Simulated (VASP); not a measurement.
# Cu in VASP: notebook

Runs on Cu. Level: PBEsol. Tasks: single point.

Program: VASP 6.6.1. These are calculated values, not measurements. Logs are shortened: lines on timing, memory, paths and dates and some standing lists are left out, and cuts for length are marked.

## (1) The cell of the first run

The cell holds a slab with vacuum, 6 atoms: a = 2.495 Å, b = 2.495 Å, c = 22.604 Å, α = 90.00°, β = 90.00°, γ = 120.00°.

## (2) Single point, PBEsol (strain +0.000 along x and y, -0.080 along z)

Input file INCAR:

```
PREC = Accurate
ENCUT = 520
EDIFF = 1E-6
ISMEAR = 0
SIGMA = 0.15
LREAL = False
LASPH = True
NELM = 80
ALGO = Fast
ISIF = 2
LWAVE = False
LCHARG = False
GGA = PS
NBANDS = 42
```

Input file KPOINTS:

```
Automatic mesh
0
Gamma
  24 24 2
```

Input file POSCAR:

```
Cu
1.0
    2.4947012523      0.0000000000      0.0000000000
   -1.2473506261      2.1604746593      0.0000000000
    0.0000000000      0.0000000000     22.6039021581
Cu
6
Direct
    0.0000000000      0.0000000000      0.3738265934
    0.6666666667      0.3333333333      0.2899969346
    0.3333333333      0.6666666667      0.4579262698
    0.0000000000      0.0000000000      0.6261734066
    0.6666666667      0.3333333333      0.5420737302
    0.3333333333      0.6666666667      0.7100030654
```

Potentials or basis: VASP PAW PBE potentials, release 64 (Cu).

Command:

```bash
> cat potpaw_PBE.64/Cu/POTCAR > POTCAR
> mpirun -np 1 vasp_std > vasp.out
```

OUTCAR:

```text
PREC = Accurate
   ENCUT = 520
   EDIFF = 1E-6
   ISMEAR = 0
   LREAL = False
   LASPH = True
   NELM = 80
   ISIF = 2
   GGA = PS

 ion  position               nearest neighbor table
   1  0.000  0.000  0.374-   2 2.38   2 2.38   2 2.38   3 2.39   3 2.39   3 2.39
   2  0.667  0.333  0.290-   1 2.38   1 2.38   1 2.38
   3  0.333  0.667  0.458-   1 2.39   1 2.39   1 2.39   5 2.39   5 2.39   5 2.39
   4  0.000  0.000  0.626-   6 2.38   6 2.38   6 2.38   5 2.39   5 2.39   5 2.39
   5  0.667  0.333  0.542-   4 2.39   4 2.39   4 2.39   3 2.39   3 2.39   3 2.39
   6  0.333  0.667  0.710-   4 2.38   4 2.38   4 2.38

  LATTYP: Found a hexagonal cell.
 ALAT       =     2.4947012523
 C/A-ratio  =     9.0607651466

  Lattice vectors:

 A1 = (   2.4947012523,   0.0000000000,   0.0000000000)
 A2 = (  -1.2473506261,   2.1604746593,   0.0000000000)
 A3 = (   0.0000000000,   0.0000000000,  22.6039021581)

Analysis of symmetry for initial positions (statically):
=====================================================================
 Subroutine PRICEL returns:
 Original cell was already a primitive cell.

 Routine SETGRP: Setting up the symmetry group for a
 hexagonal supercell.

 Subroutine GETGRP returns: Found 12 space group operations
 (whereof 12 operations were pure point group operations)
 out of a pool of 24 trial point group operations.

The static configuration has the point symmetry D_3d.

Analysis of symmetry for dynamics (positions and initial velocities):
=====================================================================
 Subroutine PRICEL returns:
 Original cell was already a primitive cell.

 Routine SETGRP: Setting up the symmetry group for a
 hexagonal supercell.

 Subroutine GETGRP returns: Found 12 space group operations
 (whereof 12 operations were pure point group operations)
 out of a pool of 24 trial point group operations.

The dynamic configuration has the point symmetry D_3d.

 Subroutine INISYM returns: Found 12 space group operations
 (whereof 12 operations are pure point group operations),
 and found     1 'primitive' translations

----------------------------------------------------------------------------------------

                                     Primitive cell

  volume of cell :     121.8291

  direct lattice vectors                    reciprocal lattice vectors
[... 97 lines left out ...]
   EDIFFG = 0.1E-04   stopping-criterion for IOM
   NSW    =      0    number of steps for IOM
   IBRION =     -1    ionic relax: 0-MD 1-quasi-New 2-CG
   NFREE  =      0    steps in history (QN), initial steepest desc. (CG)
   ISIF   =      2    stress and relaxation
   ISYM   =      2    0-nonsym 1-usesym 2-fastsym
   POTIM  = 0.5000    time-step for ionic-motion
   TEBEG  =    0.0;   TEEND  =   0.0 temperature during run
   PSTRESS=    0.0 pullay stress
   NELECT =      66.0000    total number of electrons
   NUPDOWN=      -1.0000    fix difference up-down
   EMIN   =  10.00;   EMAX   =-10.00  energy-range for DOS
   EFERMI =   0.00;   METHOD = LEGACY
   ISMEAR =     0;   SIGMA  =   0.15  broadening in eV -4-tet -1-fermi 0-gaus
   EFERMI_NEDOS =   21; number of points for ismear=-14 and -15
   IALGO  =     68    algorithm
   IMIX   =      4    mixing-type and parameters
     AMIX     =   0.40;   BMIX     =  1.00
     AMIX_MAG =   1.60;   BMIX_MAG =  1.00
  volume/ion in A,a.u.               =      20.30       137.02
  Fermi-wavevector in a.u.,A,eV,Ry     =   1.334563  2.521958 24.232772  1.781059
  Thomas-Fermi vector in A             =   2.463335
   LORBIT       =      0    0 simple, 1 ext, 2 COOP (PROOUT), +10 PAW based schemes
   GGA     = PS    functional components
   LHFCALC =     F    Hartree Fock is set to
   AEXX    =    0.0000 exact exchange contribution
   IVDW    =     0    specifies the selected vdW correction
   LEPSILON=     F    determine dielectric tensor
   LRPA    =     F    only Hartree local field effects (RPA)
 non-spin polarized calculation
 RMM-DIIS sequential band-by-band and
 Gauss-broadening in eV      SIGMA  =   0.15
  energy-cutoff  :      520.00
  volume of cell :      121.83
 maximum number of plane-waves:      3324
 NGX is ok and might be reduce to    20
   NGX =  9   NGY =  9   NGZ = 85

 number of electron      65.9999998 magnetization

 Free energy of the ion-electron system (eV)
  ---------------------------------------------------
  ext. energy  EPLUGINS =         0.00000000
  ---------------------------------------------------
  free energy    TOTEN  =       -24.34800437 eV

  energy without entropy =      -24.32984938  energy(sigma->0) =      -24.33892688

 E-fermi :   2.3350     XC(G=0):  -7.8023

 val. band max:        2.2994299820   @ k =   0.4167   0.0833   0.0000
 cond. band min:       2.3478590045   @ k =   0.0833   0.0417   0.5000
 fundamental gap:      0.0484290226
 Fermi energy:         2.3350440893

 k-point     1 :       0.0000    0.0000    0.0000
  band No.  band energies     occupation
      1      -7.9455      2.00000
      2      -7.1344      2.00000
      3      -5.9251      2.00000
      4      -4.5723      2.00000
      5      -3.6532      2.00000
      6      -3.4944      2.00000
[... 1069 lines left out ...]
     41      10.4824      0.00000
     42      11.4418      0.00000

 [... further k-points ...]

------------------------ aborting loop because EDIFF is reached ----------------------------------------

  FORCE on cell =-STRESS in cart. coord.  units (eV):
  Direction    XX          YY          ZZ          XY          YZ          ZX
  --------------------------------------------------------------------------------------
  -------------------------------------------------------------------------------------
  Total        4.4682055      4.4682055     10.3177262      0.0000000      0.0000000     -0.0000000
  in kB       58.7614603     58.7614603    135.6886245      0.0000000      0.0000000     -0.0000000
  external PRESSURE =      84.4038484 kB  Pullay stress =       0.0000000 kB

 VOLUME and BASIS-vectors are now :
 -----------------------------------------------------------------------------
  energy-cutoff  :      520.00
  volume of cell :      121.83
      direct lattice vectors                 reciprocal lattice vectors
     2.494701252  0.000000000  0.000000000     0.400849600  0.231430625  0.000000000
    -1.247350626  2.160474659  0.000000000     0.000000000  0.462861249  0.000000000
     0.000000000  0.000000000 22.603902158     0.000000000  0.000000000  0.044240149

 POSITION                                       TOTAL-FORCE (eV/Angst)
 -----------------------------------------------------------------------------------
      0.00000      0.00000      8.44994         0.000000      0.000000     -0.136011
      1.24735      0.72016      6.55506         0.000000     -0.000000     -1.010197
     -0.00000      1.44032     10.35092        -0.000000      0.000000     -0.007955
      0.00000      0.00000     14.15396         0.000000      0.000000      0.136011
      1.24735      0.72016     12.25298         0.000000      0.000000      0.007955
     -0.00000      1.44032     16.04884        -0.000000      0.000000      1.010197
 -----------------------------------------------------------------------------------
    total drift:                               -0.000000      0.000000      0.000000

  FREE ENERGIE OF THE ION-ELECTRON SYSTEM (eV)
  ---------------------------------------------------
  free  energy   TOTEN  =       -24.3480043707 eV

  energy  without entropy=      -24.3298493823  energy(sigma->0) =      -24.33892688
```

Run time: 7.2 min. Hardware: 1 thread of Intel Xeon 6975P-C (Granite Rapids), shared host; peak memory 0.54 GiB.

Results:

| Property | Result |
| --- | --- |
| Free energy | -24.3480 eV |
| Largest force | 1.010 eV/Å |
| Band gap on the k mesh | zero (bands 33 and 34 overlap by 4.96 eV) |

Forces in eV/Å, atoms in the order of the input:
```
Cu   0.000  0.000 -0.136
Cu   0.000  0.000 -1.010
Cu   0.000  0.000 -0.008
Cu   0.000  0.000  0.136
Cu   0.000  0.000  0.008
Cu   0.000  0.000  1.010
```

Levels at points of the mesh, in eV from the Fermi level:
```
           k point  band 30  band 31  band 32  band 33  band 34  band 35  band 36  band 37
(0.00, 0.00, 0.00)    -2.08    -2.08    -1.76    -1.76    -1.66    -1.66    -0.84    -0.25
(0.50, 0.00, 0.00)    -1.43    -0.87     0.08     0.75     1.12     1.44     1.49     4.48
(0.00, 0.00, 0.50)    -2.08    -2.08    -1.76    -1.76    -1.66    -1.66    -0.84    -0.25
(0.50, 0.00, 0.50)    -1.43    -0.87     0.08     0.75     1.12     1.44     1.49     4.48
```

Caveat: the cell differs from its parent crystal (strain +0.000 along x and y, -0.080 along z); the PAW data sets were made with another functional, which shifts forces and pressure a little.

## (3) Single point, PBEsol (strain +0.080 along x and y, -0.080 along z)

Input file INCAR:

```
SYSTEM = Cu
PREC = Accurate
ENCUT = 520
EDIFF = 1E-6
ISMEAR = 0
SIGMA = 0.15
LREAL = .False.
LASPH = .True.
NELM = 60
ALGO = Fast
ISIF = 2
LWAVE = .False.
LCHARG = .False.
GGA = PS
NBANDS = 42
```

Input file KPOINTS:

```
Automatic mesh
0
Gamma
  24 24 2
  0 0 0
```

Edit POSCAR of step 2 so:

```diff
@@ -2,4 +2,4 @@
 1.0
-    2.4947012523      0.0000000000      0.0000000000
-   -1.2473506261      2.1604746593      0.0000000000
+    2.6942773525      0.0000000000      0.0000000000
+   -1.3471386762      2.3333126321      0.0000000000
     0.0000000000      0.0000000000     22.6039021581
```

Potentials or basis: VASP PAW PBE potentials, release 64 (Cu).

Command:

```bash
> cat potpaw_PBE.64/Cu/POTCAR > POTCAR
> mpirun -np 1 vasp_std > vasp.out
```

It took 7.7 min on 1 thread of Intel Xeon 6975P-C (Granite Rapids), shared host; peak memory 0.59 GiB.

The run converged. Its results:

```
Free energy            : -24.1429 eV
Largest force          : 0.148 eV/Å
Band gap on the k mesh : zero (bands 33 and 34 overlap by 3.91 eV)
```

Forces in eV/Å, atoms in the order of the input:
```
Cu   0.000  0.000 -0.148
Cu   0.000  0.000 -0.125
Cu   0.000  0.000 -0.002
Cu   0.000  0.000  0.148
Cu   0.000  0.000  0.002
Cu   0.000  0.000  0.125
```

Levels at points of the mesh, in eV from the Fermi level:
```tsv
k point	band 30	band 31	band 32	band 33	band 34	band 35	band 36	band 37
(0.00, 0.00, 0.00)	-1.86	-1.78	-1.55	-1.55	-1.42	-1.42	-0.21	0.64
(0.50, 0.00, 0.00)	-1.32	-0.69	0.03	0.49	0.84	1.22	1.51	3.52
(0.00, 0.00, 0.50)	-1.86	-1.78	-1.55	-1.55	-1.42	-1.42	-0.21	0.64
(0.50, 0.00, 0.50)	-1.32	-0.69	0.03	0.49	0.84	1.22	1.51	3.52
```

Caveat: the cell differs from its parent crystal (strain +0.080 along x and y, -0.080 along z); the PAW data sets were made with another functional, which shifts forces and pressure a little.
